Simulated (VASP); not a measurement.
Set up this calculation in VASP 6.6.1, as the native input.

```yaml
Task: single point
Functional: r2SCAN
Potentials_or_basis: VASP PAW PBE potentials, release 64 (Ni, O)
Cutoff: 520 eV
k_mesh: 9 × 9 × 9
Occupations: fermi-dirac, width 0.02 eV
Spin: collinear spin, ferromagnetic start
Starting_moments: "[2.0, 0.0] μB"
Dipole_correction: no
Further_INCAR_settings: ALGO = Normal; EDIFF = 1e-06; NBANDS = 19
```

NiO:

```xyz
2
Lattice="0.0000 2.0993 2.0993 2.0993 0.0000 2.0993 2.0993 2.0993 0.0000" Properties=species:S:1:pos:R:3 pbc="T T T"
Ni    0.0000    0.0000    0.0000
O     2.0993    2.0993    2.0993
```

These files were run (other wordings do the same):

POSCAR

```
NiO
1.0
    0.0000000000      2.0993200000      2.0993200000
    2.0993200000      0.0000000000      2.0993200000
    2.0993200000      2.0993200000      0.0000000000
Ni O
1 1
Direct
    0.0000000000      0.0000000000      0.0000000000
    0.5000000000      0.5000000000      0.5000000000
```

INCAR.step1

```
ALGO     = Normal         # electronic algorithm
EDIFF    = 1E-4           # SCF threshold, eV
ENCUT    = 520            # plane-wave cutoff, eV
GGA      = PE             # functional
ISMEAR   = -1             # smearing method
ISPIN    = 2              # spin polarisation
LASPH    = T              # aspherical terms in the spheres
LCHARG   = F              # write CHGCAR
LMAXMIX  = 4              # l up to which the mixer works
LREAL    = F              # projectors in reciprocal space
LWAVE    = T              # write WAVECAR
MAGMOM   = 2 0            # initial moments
NBANDS   = 19             # bands
NELM     = 150            # most SCF steps
PREC     = Accurate       # precision mode
SIGMA    = 0.02           # smearing width, eV
```

INCAR.step2

```
ALGO     = Normal         # electronic algorithm
EDIFF    = 1E-6           # SCF threshold, eV
ENCUT    = 520            # plane-wave cutoff, eV
ISIF     = 2              # what is computed and relaxed
ISMEAR   = -1             # smearing method
ISPIN    = 2              # spin polarisation
ISTART   = 1            
LASPH    = T              # aspherical terms in the spheres
LCHARG   = T              # write CHGCAR
LELF     = T              # ELF
LMAXMIX  = 4              # l up to which the mixer works
LMIXTAU  = T            
LORBIT   = 11             # projections on sites
LREAL    = F              # projectors in reciprocal space
LVHAR    = T            
LWAVE    = F              # write WAVECAR
MAGMOM   = 2 0            # initial moments
METAGGA  = R2SCAN         # meta-GGA
NBANDS   = 19             # bands
NELM     = 150            # most SCF steps
PREC     = Accurate       # precision mode
SIGMA    = 0.02           # smearing width, eV
```

KPOINTS

```
k-points
0
Gamma
  9 9 9
```

Potentials or basis: VASP PAW PBE potentials, release 64 (Ni, O).

Launch:

```console
$ cat potpaw_PBE.64/Ni/POTCAR potpaw_PBE.64/O/POTCAR > POTCAR
$ cp INCAR.step1 INCAR
$ mpirun -np 1 vasp_std > vasp.out
$ cp INCAR.step2 INCAR
$ mpirun -np 1 vasp_std > vasp.out
```

It gave:

```yaml
Pressure: -1.4 GPa
Band_gap_on_the_k_mesh: 0.82 eV, indirect (least direct gap 1.65 eV)
Net_moment: 2.00 μB per cell
Site_moments: Ni +1.69; O +0.28 μB
Valence_electrons_inside_the_program's_atomic_spheres: Ni 8.90; O 5.04
```

Caveat: the PAW data sets were made with another functional, which shifts forces and pressure a little; a cell with one magnetic atom can't hold antiferromagnetic order, which such compounds often take.

It took 35 s on 1 thread of Intel(R) Xeon(R) 6975P-C (Granite Rapids), on a shared host, peak memory 0.17 GiB.
